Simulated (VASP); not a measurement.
Sb: single point with LDA

The system is Sb.

```
CELL_PARAMETERS angstrom
0.00000 2.34396 2.34396
2.34396 0.00000 2.34396
2.34396 2.34396 0.00000
ATOMIC_POSITIONS crystal
Sb 0.00000 0.00000 0.00000
```

- Program: VASP 6.6.1
- Task: single point
- Functional: LDA
- Potentials or basis: VASP PAW LDA potentials, release 64 (Sb)
- Cutoff: 520 eV
- k mesh: 15 × 15 × 15
- Occupations: fermi-dirac, width 0.1 eV
- Spin: no spin polarisation

* Pressure: 0.1 GPa

Levels at points of the mesh, in eV from the Fermi level:
```tsv
k point	band 1	band 2	band 3	band 4	band 5	band 6
(0.00, 0.00, 0.00)	-13.32	5.53	5.53	5.53	9.87	9.87
```

It took 18 s on 1 thread of Intel Xeon 6975P-C (shared host), peak memory 0.15 GiB.

Caveat: spin-orbit coupling is left out, which moves the levels of the heavy elements.
